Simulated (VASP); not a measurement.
# Ta2H5 (I-4m2) in VASP: single point with PBE

Aim: the single point of Ta2H5 with PBE.

Program: VASP 6.6.1. These are calculated values, not measurements. Logs are shortened: lines on timing, memory, paths and dates and some standing lists are left out, and cuts for length are marked.

## (1) The cell of the first run

The structure is tetragonal, space group I-4m2 (No. 119). The conventional cell has a = 5.031 Å, b = 5.031 Å, c = 5.420 Å, α = 90.00°, β = 90.00°, γ = 90.00°. Within 2.4 Å of Ta (site symmetry 2mm) lie 4 H at 1.83 Å. Within 1.8 Å of H (site symmetry 2) lie 1 H at 1.35 Å. H (site symmetry -4m2) has 4 H at 1.35 Å within 1.8 Å.

## (2) Single point, PBE

Input file INCAR:

```
PREC = Accurate
ENCUT = 520
EDIFF = 1E-7
ISMEAR = 0
SIGMA = 0.1
LREAL = F
LASPH = T
NELM = 80
ALGO = Normal
ISIF = 2
LWAVE = F
LCHARG = F
GGA = PE
NBANDS = 22
```

Input file KPOINTS:

```
regular mesh
0
Gamma
  6 6 6
```

Input file POSCAR:

```
Ta2H5
1.0
   -2.5153403976      2.5153403976      2.7101828934
    2.5153403976     -2.5153403976      2.7101828934
    2.5153403976      2.5153403976     -2.7101828934
Ta H
2 5
Direct
    0.9828353205      0.4828353205      0.5000000000
    0.5171646795      0.0171646795      0.5000000000
    0.1896445126      0.1896445126      0.3792890253
    0.8103554874      0.8103554874      0.6207109747
    0.8103554874      0.1896445126      0.0000000000
    0.1896445126      0.8103554874      0.0000000000
    0.0000000000      0.0000000000      0.0000000000
```

Potentials or basis: VASP PAW PBE potentials, release 64 (Ta_pv, H).

Run with:

```
$ cat potpaw_PBE.64/Ta_pv/POTCAR potpaw_PBE.64/H/POTCAR > POTCAR
$ mpirun -np 1 vasp_std > vasp.out
```

OUTCAR:

```text
PREC = Accurate
   ENCUT = 520
   EDIFF = 1E-7
   ISMEAR = 0
   LREAL = F
   LASPH = T
   NELM = 80
   ISIF = 2
   GGA = PE

 ion  position               nearest neighbor table
   1  0.983  0.483  0.500-   3 1.83   4 1.83   6 1.83   5 1.83   2 2.52   2 2.90   2 3.56   2 3.56
                             2 3.56   2 3.56
   2  0.517  0.017  0.500-   4 1.83   3 1.83   5 1.83   6 1.83   1 2.52   1 2.90   1 3.56   1 3.56
                             1 3.56   1 3.56
   3  0.190  0.190  0.379-   1 1.83   2 1.83
   4  0.810  0.810  0.621-   2 1.83   1 1.83
   5  0.810  0.190  0.000-   1 1.83   2 1.83
   6  0.190  0.810  0.000-   2 1.83   1 1.83
   7  0.000  0.000  0.000-

  LATTYP: Found a body centered tetragonal cell.
 ALAT       =     5.0306807952
 C/A-ratio  =     1.0774616811

  Lattice vectors:

 A1 = (  -2.5153403976,   2.5153403976,   2.7101828934)
 A2 = (   2.5153403976,  -2.5153403976,   2.7101828934)
 A3 = (   2.5153403976,   2.5153403976,  -2.7101828934)

Analysis of symmetry for initial positions (statically):
=====================================================================
 Subroutine PRICEL returns:
 Original cell was already a primitive cell.

 Routine SETGRP: Setting up the symmetry group for a
 body centered tetragonal supercell.

 Subroutine GETGRP returns: Found  8 space group operations
 (whereof  8 operations were pure point group operations)
 out of a pool of 16 trial point group operations.

The static configuration has the point symmetry D_2d.

Analysis of symmetry for dynamics (positions and initial velocities):
=====================================================================
 Subroutine PRICEL returns:
 Original cell was already a primitive cell.

 Routine SETGRP: Setting up the symmetry group for a
 body centered tetragonal supercell.

 Subroutine GETGRP returns: Found  8 space group operations
 (whereof  8 operations were pure point group operations)
 out of a pool of 16 trial point group operations.

The dynamic configuration has the point symmetry D_2d.

 Subroutine INISYM returns: Found  8 space group operations
 (whereof  8 operations are pure point group operations),
 and found     1 'primitive' translations

----------------------------------------------------------------------------------------

                                     Primitive cell

  volume of cell :      68.5886

[... 97 lines left out ...]
   NELM   =     80;   NELMIN=  2; NELMDL= -5     # of ELM steps
   EDIFF  = 0.1E-06   stopping-criterion for ELM
   LREAL  =      F    real-space projection
   EDIFFG = 0.1E-05   stopping-criterion for IOM
   NSW    =      0    number of steps for IOM
   IBRION =     -1    ionic relax: 0-MD 1-quasi-New 2-CG
   NFREE  =      0    steps in history (QN), initial steepest desc. (CG)
   ISIF   =      2    stress and relaxation
   ISYM   =      2    0-nonsym 1-usesym 2-fastsym
   POTIM  = 0.5000    time-step for ionic-motion
   TEBEG  =    0.0;   TEEND  =   0.0 temperature during run
   PSTRESS=    0.0 pullay stress
   NELECT =      27.0000    total number of electrons
   NUPDOWN=      -1.0000    fix difference up-down
   EMIN   =  10.00;   EMAX   =-10.00  energy-range for DOS
   EFERMI =   0.00;   METHOD = LEGACY
   ISMEAR =     0;   SIGMA  =   0.10  broadening in eV -4-tet -1-fermi 0-gaus
   EFERMI_NEDOS =   21; number of points for ismear=-14 and -15
   IALGO  =     38    algorithm
   IMIX   =      4    mixing-type and parameters
     AMIX     =   0.40;   BMIX     =  1.00
     AMIX_MAG =   1.60;   BMIX_MAG =  1.00
  volume/ion in A,a.u.               =       9.80        66.12
  Fermi-wavevector in a.u.,A,eV,Ry     =   1.199809  2.267310 19.586147  1.439541
  Thomas-Fermi vector in A             =   2.335662
   LORBIT       =      0    0 simple, 1 ext, 2 COOP (PROOUT), +10 PAW based schemes
   GGA     = PE    functional components
   LHFCALC =     F    Hartree Fock is set to
   AEXX    =    0.0000 exact exchange contribution
   IVDW    =     0    specifies the selected vdW correction
   LEPSILON=     F    determine dielectric tensor
   LRPA    =     F    only Hartree local field effects (RPA)
 non-spin polarized calculation
 Gauss-broadening in eV      SIGMA  =   0.10
  energy-cutoff  :      520.00
  volume of cell :       68.59
 maximum number of plane-waves:      1875
 NGX is ok and might be reduce to    36
   NGX = 17   NGY = 17   NGZ = 17

 number of electron      26.9999997 magnetization

 Free energy of the ion-electron system (eV)
  ---------------------------------------------------
  ext. energy  EPLUGINS =         0.00000000
  ---------------------------------------------------
  free energy    TOTEN  =       -35.24138423 eV

  energy without entropy =      -35.22393518  energy(sigma->0) =      -35.23265970

 E-fermi :   2.6602     XC(G=0): -10.3202

 val. band max:        2.6175117751   @ k =   0.3333   0.1667   0.1667
 cond. band min:       2.6826556934   @ k =  -0.1667  -0.3333   0.1667
 fundamental gap:      0.0651439183
 Fermi energy:         2.6601566441

 k-point     1 :       0.0000    0.0000    0.0000
  band No.  band energies     occupation
      1     -32.3224      2.00000
      2     -31.9660      2.00000
      3     -31.9660      2.00000
      4     -31.9138      2.00000
      5     -31.9138      2.00000
      6     -30.9003      2.00000
[... 589 lines left out ...]
     21       6.9642      0.00000
     22      10.0327      0.00000

 [... further k-points ...]
[... 5 lines left out ...]
  --------------------------------------------------------------------------------------
  -------------------------------------------------------------------------------------
  Total        0.1771480      0.1771480     -0.1273731      0.0000000      0.0000000     -0.0000000
  in kB        4.1380393      4.1380393     -2.9753371      0.0000000      0.0000000     -0.0000000
  external PRESSURE =       1.7669138 kB  Pullay stress =       0.0000000 kB

 VOLUME and BASIS-vectors are now :
 -----------------------------------------------------------------------------
  energy-cutoff  :      520.00
  volume of cell :       68.59
      direct lattice vectors                 reciprocal lattice vectors
    -2.515340398  2.515340398  2.710182893     0.000000000  0.198780253  0.184489394
     2.515340398 -2.515340398  2.710182893     0.198780253  0.000000000  0.184489394
     2.515340398  2.515340398 -2.710182893     0.198780253  0.198780253  0.000000000

 POSITION                                       TOTAL-FORCE (eV/Angst)
 -----------------------------------------------------------------------------------
     -0.00000      2.51534      2.61714         0.000000      0.000000     -0.017588
      0.00000      2.51534      0.09304         0.000000      0.000000      0.017588
      0.95404      0.95404     -0.00000         0.007973      0.007973      0.000000
      1.56130      1.56130      2.71018        -0.007973     -0.007973      0.000000
     -1.56130      1.56130      2.71018         0.007973     -0.007973      0.000000
      1.56130     -1.56130      2.71018        -0.007973      0.007973      0.000000
      0.00000      0.00000      0.00000        -0.000000      0.000000      0.000000
 -----------------------------------------------------------------------------------
    total drift:                                0.000000     -0.000000      0.000000

  FREE ENERGIE OF THE ION-ELECTRON SYSTEM (eV)
  ---------------------------------------------------
  free  energy   TOTEN  =       -35.2413842283 eV

  energy  without entropy=      -35.2239351781  energy(sigma->0) =      -35.23265970
```

OSZICAR:

```text
N       E                     dE             d eps       ncg     rms          rms(c)
DAV:   1     0.187175403607E+03    0.18718E+03   -0.13803E+04  1328   0.112E+03
DAV:   2    -0.306505533530E+02   -0.21783E+03   -0.21167E+03  1546   0.324E+02
DAV:   3    -0.375392762571E+02   -0.68887E+01   -0.67372E+01  1668   0.545E+01
DAV:   4    -0.376256434523E+02   -0.86367E-01   -0.86277E-01  1458   0.599E+00
DAV:   5    -0.376267343747E+02   -0.10909E-02   -0.10908E-02  1692   0.630E-01    0.208E+01
DAV:   6    -0.355909920611E+02    0.20357E+01   -0.36523E+00  1570   0.112E+01    0.917E+00
DAV:   7    -0.352525076944E+02    0.33848E+00   -0.99357E-01  1562   0.583E+00    0.191E+00
DAV:   8    -0.352404239482E+02    0.12084E-01   -0.52380E-02  1550   0.152E+00    0.707E-01
DAV:   9    -0.352412884248E+02   -0.86448E-03   -0.44991E-03  1570   0.392E-01    0.225E-01
DAV:  10    -0.352413766669E+02   -0.88242E-04   -0.55420E-04  1466   0.151E-01    0.333E-02
DAV:  11    -0.352413849347E+02   -0.82678E-05   -0.44251E-05  1584   0.419E-02    0.120E-02
DAV:  12    -0.352413837289E+02    0.12059E-05   -0.45632E-06  1516   0.153E-02    0.470E-03
DAV:  13    -0.352413841872E+02   -0.45830E-06   -0.76608E-07  1548   0.508E-03    0.121E-03
DAV:  14    -0.352413842283E+02   -0.41155E-07   -0.80646E-08  1070   0.163E-03
   1 F= -.35241384E+02 E0= -.35232660E+02  d E =-.174491E-01
```

stdout:

```text
POSCAR found type information on POSCAR TaH
 POSCAR found :  2 types and       7 ions
 scaLAPACK will be used
 LDA part: xc-table for (Slater+PW92), standard interpolation
 POSCAR, INCAR and KPOINTS ok, starting setup
 FFT: planning ... GRIDC
 FFT: planning ... GRID_SOFT
 FFT: planning ... GRID
 WAVECAR not read
 entering main loop
```

It took 36 s on 1 thread of Intel Xeon Platinum 8488C (Sapphire Rapids), shared host; peak memory 0.22 GiB.

Results:

```yaml
Free_energy: -35.2414 eV
Pressure: 0.2 GPa
Largest_force: 0.018 eV/Å
```

Forces in eV/Å, atoms in the order of the input:
```
Ta   0.000  0.000 -0.018
Ta   0.000  0.000  0.018
H    0.008  0.008  0.000
H   -0.008 -0.008  0.000
H    0.008 -0.008  0.000
H   -0.008  0.008  0.000
H    0.000  0.000  0.000
```

Caveat: spin-orbit coupling is left out, which moves the levels of the heavy elements.
